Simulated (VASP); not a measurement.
# As3F (I4/mmm) in VASP: notebook

As3F is run at these levels: PBE; tasks: single point.

All numbers are computed with VASP 6.6.1; they aren't measurements. Logs are shortened: lines on timing, memory, paths and dates and some standing lists are left out, and cuts for length are marked.

## 1. The cell of the first run

It takes space group I4/mmm (No. 139, tetragonal). Conventional cell: a = 4.458 Å, b = 4.458 Å, c = 6.662 Å, α = 90.00°, β = 90.00°, γ = 90.00°. Within 3.7 Å of As (site symmetry 4/mmm) lie 8 As at 2.78 Å and 6 F at 3.15 to 3.33 Å. As (site symmetry -4m2) has 10 As at 2.78 to 3.33 Å and 4 F at 2.78 Å within 3.7 Å. Within 3.7 Å of F (site symmetry 4/mmm) lie 14 As at 2.78 to 3.33 Å.

## 2. Single point, PBE

The input, INCAR:

```
SYSTEM = As3F
ALGO = Normal ; EDIFF = 1E-6
ENCUT = 520 ; GGA = PE
ISIF = 2 ; ISMEAR = 0
LASPH = .True. ; LCHARG = .True.
LELF = .True. ; LREAL = .False.
LVHAR = .True. ; LWAVE = .False.
NBANDS = 19 ; NELM = 80
PREC = Accurate ; SIGMA = 0.1
```

The input, KPOINTS:

```
k-points
0
Gamma
  6 6 6
  0 0 0
```

The input, POSCAR:

```
As3F
1.0
   -2.2289516240      2.2289516240      3.3307911377
    2.2289516240     -2.2289516240      3.3307911377
    2.2289516240      2.2289516240     -3.3307911377
As F
3 1
Direct
    0.5000000000      0.5000000000      0.0000000000
    0.2500000000      0.7500000000      0.5000000000
    0.7500000000      0.2500000000      0.5000000000
    0.0000000000      0.0000000000      0.0000000000
```

Potentials or basis: VASP PAW PBE potentials, release 64 (As, F).

The run is started by

```bash
> cat potpaw_PBE.64/As/POTCAR potpaw_PBE.64/F/POTCAR > POTCAR
> mpirun -np 1 vasp_std > vasp.out
```

OUTCAR:

```text
SYSTEM = As3F
   EDIFF = 1E-6
   ENCUT = 520
   GGA = PE
   ISIF = 2
   ISMEAR = 0
   LASPH = .True.
   LREAL = .False.
   NELM = 80
   PREC = Accurate

 ion  position               nearest neighbor table
   1  0.500  0.500  0.000-   2 2.78   3 2.78   2 2.78   3 2.78   2 2.78   3 2.78   2 2.78   3 2.78

   2  0.250  0.750  0.500-   1 2.78   1 2.78   1 2.78   1 2.78
   3  0.750  0.250  0.500-   1 2.78   1 2.78   1 2.78   1 2.78
   4  0.000  0.000  0.000-

  LATTYP: Found a body centered tetragonal cell.
 ALAT       =     4.4579032480
 C/A-ratio  =     1.4943308333

  Lattice vectors:

 A1 = (  -2.2289516240,   2.2289516240,   3.3307911377)
 A2 = (   2.2289516240,  -2.2289516240,   3.3307911377)
 A3 = (   2.2289516240,   2.2289516240,  -3.3307911377)

Analysis of symmetry for initial positions (statically):
=====================================================================
 Subroutine PRICEL returns:
 Original cell was already a primitive cell.

 Routine SETGRP: Setting up the symmetry group for a
 body centered tetragonal supercell.

 Subroutine GETGRP returns: Found 16 space group operations
 (whereof 16 operations were pure point group operations)
 out of a pool of 16 trial point group operations.

The static configuration has the point symmetry D_4h.

Analysis of symmetry for dynamics (positions and initial velocities):
=====================================================================
 Subroutine PRICEL returns:
 Original cell was already a primitive cell.

 Routine SETGRP: Setting up the symmetry group for a
 body centered tetragonal supercell.

 Subroutine GETGRP returns: Found 16 space group operations
 (whereof 16 operations were pure point group operations)
 out of a pool of 16 trial point group operations.

The dynamic configuration has the point symmetry D_4h.

 Subroutine INISYM returns: Found 16 space group operations
 (whereof 16 operations are pure point group operations),
 and found     1 'primitive' translations

----------------------------------------------------------------------------------------

                                     Primitive cell

[... 89 lines left out ...]
   LNONCOLLINEAR =      F non collinear calculations
   LSORBIT =      F    spin-orbit coupling
   LASPH  =      T    aspherical Exc in radial PAW
   ENCUT  =  520.0 eV  38.22 Ry    6.18 a.u.   8.53  8.53  8.53*2*pi/ulx,y,z
   NELM   =     80;   NELMIN=  2; NELMDL= -5     # of ELM steps
   EDIFF  = 0.1E-05   stopping-criterion for ELM
   LREAL  =      F    real-space projection
   EDIFFG = 0.1E-04   stopping-criterion for IOM
   NSW    =      0    number of steps for IOM
   IBRION =     -1    ionic relax: 0-MD 1-quasi-New 2-CG
   NFREE  =      0    steps in history (QN), initial steepest desc. (CG)
   ISIF   =      2    stress and relaxation
   ISYM   =      2    0-nonsym 1-usesym 2-fastsym
   POTIM  = 0.5000    time-step for ionic-motion
   TEBEG  =    0.0;   TEEND  =   0.0 temperature during run
   PSTRESS=    0.0 pullay stress
   NELECT =      22.0000    total number of electrons
   NUPDOWN=      -1.0000    fix difference up-down
   EMIN   =  10.00;   EMAX   =-10.00  energy-range for DOS
   EFERMI =   0.00;   METHOD = LEGACY
   ISMEAR =     0;   SIGMA  =   0.10  broadening in eV -4-tet -1-fermi 0-gaus
   EFERMI_NEDOS =   21; number of points for ismear=-14 and -15
   IALGO  =     38    algorithm
   IMIX   =      4    mixing-type and parameters
     AMIX     =   0.40;   BMIX     =  1.00
     AMIX_MAG =   1.60;   BMIX_MAG =  1.00
  volume/ion in A,a.u.               =      16.55       111.67
  Fermi-wavevector in a.u.,A,eV,Ry     =   1.133999  2.142948 17.496476  1.285955
  Thomas-Fermi vector in A             =   2.270703
   LORBIT       =      0    0 simple, 1 ext, 2 COOP (PROOUT), +10 PAW based schemes
   GGA     = PE    functional components
   LHFCALC =     F    Hartree Fock is set to
   AEXX    =    0.0000 exact exchange contribution
   IVDW    =     0    specifies the selected vdW correction
   LEPSILON=     F    determine dielectric tensor
   LRPA    =     F    only Hartree local field effects (RPA)
 non-spin polarized calculation
 Gauss-broadening in eV      SIGMA  =   0.10
  energy-cutoff  :      520.00
  volume of cell :       66.19
 maximum number of plane-waves:      1809
 NGX is ok and might be reduce to    36
   NGX = 17   NGY = 17   NGZ = 17

 number of electron      21.9999998 magnetization

 Free energy of the ion-electron system (eV)
  ---------------------------------------------------
  ext. energy  EPLUGINS =         0.00000000
  ---------------------------------------------------
  free energy    TOTEN  =       -16.39424541 eV

  energy without entropy =      -16.37556055  energy(sigma->0) =      -16.38490298

 E-fermi :   5.6297     XC(G=0): -10.7023

 val. band max:        5.6192290613   @ k =  -0.3333   0.1667   0.0000
 cond. band min:       5.6698979727   @ k =   0.3333   0.3333  -0.0000
 fundamental gap:      0.0506689114
 Fermi energy:         5.6296957333

 k-point     1 :       0.0000    0.0000    0.0000
  band No.  band energies     occupation
      1     -16.7039      2.00000
      2      -8.7359      2.00000
      3      -2.9853      2.00000
      4      -1.1115      2.00000
      5       1.2760      2.00000
      6       1.2760      2.00000
[... 505 lines left out ...]
      6       0.6180      2.00000
[... 11 lines left out ...]
     18      14.1333      0.00000
     19      15.6848      0.00000

 [... further k-points ...]

------------------------ aborting loop because EDIFF is reached ----------------------------------------

  FORCE on cell =-STRESS in cart. coord.  units (eV):
  Direction    XX          YY          ZZ          XY          YZ          ZX
  --------------------------------------------------------------------------------------
  -------------------------------------------------------------------------------------
  Total       -0.0489843     -0.0489843      0.0103104      0.0000000     -0.0000000      0.0000000
  in kB       -1.1856562     -1.1856562      0.2495605      0.0000000     -0.0000000      0.0000000
  external PRESSURE =      -0.7072507 kB  Pullay stress =       0.0000000 kB

 VOLUME and BASIS-vectors are now :
 -----------------------------------------------------------------------------
  energy-cutoff  :      520.00
  volume of cell :       66.19
      direct lattice vectors                 reciprocal lattice vectors
    -2.228951624  2.228951624  3.330791138     0.000000000  0.224320705  0.150114486
     2.228951624 -2.228951624  3.330791138     0.224320705  0.000000000  0.150114486
     2.228951624  2.228951624 -3.330791138     0.224320705  0.224320705  0.000000000

 POSITION                                       TOTAL-FORCE (eV/Angst)
 -----------------------------------------------------------------------------------
      0.00000      0.00000      3.33079        -0.000000     -0.000000      0.000000
      2.22895      0.00000      1.66540        -0.000000      0.000000     -0.000000
      0.00000      2.22895      1.66540         0.000000      0.000000     -0.000000
      0.00000      0.00000      0.00000        -0.000000     -0.000000      0.000000
 -----------------------------------------------------------------------------------
    total drift:                               -0.000000      0.000000      0.000000

  FREE ENERGIE OF THE ION-ELECTRON SYSTEM (eV)
  ---------------------------------------------------
  free  energy   TOTEN  =       -16.3942454144 eV

  energy  without entropy=      -16.3755605521  energy(sigma->0) =      -16.38490298
```

stdout:

```text
POSCAR found type information on POSCAR AsF
 POSCAR found :  2 types and       4 ions
 scaLAPACK will be used
 LDA part: xc-table for (Slater+PW92), standard interpolation
 POSCAR, INCAR and KPOINTS ok, starting setup
 FFT: planning ... GRIDC
 FFT: planning ... GRID_SOFT
 FFT: planning ... GRID
 WAVECAR not read
 entering main loop
```

It took 64 s on 1 thread of Oxide Virtual Turin-like, shared host; peak memory 0.18 GiB.

What came out:

- Free energy: -16.3942 eV
- Pressure: -0.1 GPa
- Band gap on the k mesh: zero (bands 11 and 12 overlap by 3.85 eV)

## 3. Single point, PBE

This run uses another cell than the first one, of 16.49 Å³/atom.

The input, INCAR:

```
ALGO     = Normal         # electronic algorithm
EDIFF    = 1E-6           # SCF threshold, eV
ENCUT    = 520            # plane-wave cutoff, eV
GGA      = PE             # functional
ISIF     = 2              # what is computed and relaxed
ISMEAR   = 0              # smearing method
LASPH    = T              # aspherical terms in the spheres
LCHARG   = T              # write CHGCAR
LELF     = T              # ELF
LREAL    = F              # projectors in reciprocal space
LVHAR    = T            
LWAVE    = F              # write WAVECAR
NBANDS   = 19             # bands
NELM     = 60             # most SCF steps
PREC     = Accurate       # precision mode
SIGMA    = 0.1            # smearing width, eV
```

The input, KPOINTS:

```
k-points
0
Gamma
  14 14 14
```

The input, POSCAR:

```
As3F
1.0
   -2.2669642551      2.2669642551      3.2078972692
    2.2669642551     -2.2669642551      3.2078972692
    2.2669642551      2.2669642551     -3.2078972692
As F
3 1
Direct
    0.5000000000      0.5000000000      0.0000000000
    0.2500000000      0.7500000000      0.5000000000
    0.7500000000      0.2500000000      0.5000000000
    0.0000000000      0.0000000000      0.0000000000
```

Potentials or basis: VASP PAW PBE potentials, release 64 (As, F).

The run is started by

```bash
> cat potpaw_PBE.64/As/POTCAR potpaw_PBE.64/F/POTCAR > POTCAR
> mpirun -np 1 vasp_std > vasp.out
```

OUTCAR:

```text
EDIFF = 1E-6
   ENCUT = 520
   GGA = PE
   ISIF = 2
   ISMEAR = 0
   LASPH = T
   LREAL = F
   NELM = 60
   PREC = Accurate

 ion  position               nearest neighbor table
   1  0.500  0.500  0.000-   2 2.78   3 2.78   2 2.78   3 2.78   2 2.78   3 2.78   2 2.78   3 2.78

   2  0.250  0.750  0.500-   1 2.78   1 2.78   1 2.78   1 2.78
   3  0.750  0.250  0.500-   1 2.78   1 2.78   1 2.78   1 2.78
   4  0.000  0.000  0.000-
[... 728 lines left out ...]

  FORCE on cell =-STRESS in cart. coord.  units (eV):
  Direction    XX          YY          ZZ          XY          YZ          ZX
  --------------------------------------------------------------------------------------
  -------------------------------------------------------------------------------------
  Total       -0.0082867     -0.0082867     -0.0159593      0.0000000     -0.0000000      0.0000000
  in kB       -0.2013373     -0.2013373     -0.3877534      0.0000000     -0.0000000      0.0000000
  external PRESSURE =      -0.2634760 kB  Pullay stress =       0.0000000 kB

 VOLUME and BASIS-vectors are now :
 -----------------------------------------------------------------------------
  energy-cutoff  :      520.00
  volume of cell :       65.94
      direct lattice vectors                 reciprocal lattice vectors
    -2.266964255  2.266964255  3.207897269     0.000000000  0.220559278  0.155865340
     2.266964255 -2.266964255  3.207897269     0.220559278  0.000000000  0.155865340
     2.266964255  2.266964255 -3.207897269     0.220559278  0.220559278  0.000000000

 POSITION                                       TOTAL-FORCE (eV/Angst)
 -----------------------------------------------------------------------------------
      0.00000      0.00000      3.20790        -0.000000     -0.000000      0.000000
      2.26696     -0.00000      1.60395         0.000000     -0.000000     -0.000000
     -0.00000      2.26696      1.60395         0.000000      0.000000     -0.000000
      0.00000      0.00000      0.00000        -0.000000     -0.000000      0.000000
 -----------------------------------------------------------------------------------
    total drift:                               -0.000000      0.000000      0.000000

  FREE ENERGIE OF THE ION-ELECTRON SYSTEM (eV)
  ---------------------------------------------------
  free  energy   TOTEN  =       -16.4333836935 eV

  energy  without entropy=      -16.4223838969  energy(sigma->0) =      -16.42788380
```

stdout:

```text
POSCAR found type information on POSCAR AsF
 POSCAR found :  2 types and       4 ions
 scaLAPACK will be used
 LDA part: xc-table for (Slater+PW92), standard interpolation
 POSCAR, INCAR and KPOINTS ok, starting setup
 FFT: planning ... GRIDC
 FFT: planning ... GRID_SOFT
 FFT: planning ... GRID
 WAVECAR not read
 entering main loop
```

It took 6.9 min on 1 thread of Oxide Virtual Turin-like, shared host; peak memory 0.36 GiB.

What came out:

| Item | Value |
| --- | --- |
| Free energy | -16.4334 eV |
| Pressure | 0.0 GPa |
| Band gap on the k mesh | zero (bands 11 and 12 overlap by 4.10 eV) |

Levels at points of the mesh, in eV from the Fermi level:
| k point | band 8 | band 9 | band 10 | band 11 | band 12 | band 13 | band 14 | band 15 |
| --- | --- | --- | --- | --- | --- | --- | --- | --- |
| (0.00, 0.00, 0.00) | -2.86 | -2.86 | -2.85 | -2.60 | -2.60 | -2.60 | 3.73 | 3.73 |
| (0.50, 0.00, 0.00) | -4.18 | -3.57 | -2.03 | -0.54 | -0.54 | 1.83 | 3.26 | 3.26 |
| (0.50, 0.50, 0.00) | -2.69 | -2.69 | -1.68 | 1.51 | 1.70 | 1.71 | 2.94 | 4.16 |
| (0.50, 0.50, 0.50) | -2.69 | -2.69 | -1.67 | 1.51 | 1.70 | 1.70 | 2.93 | 4.16 |
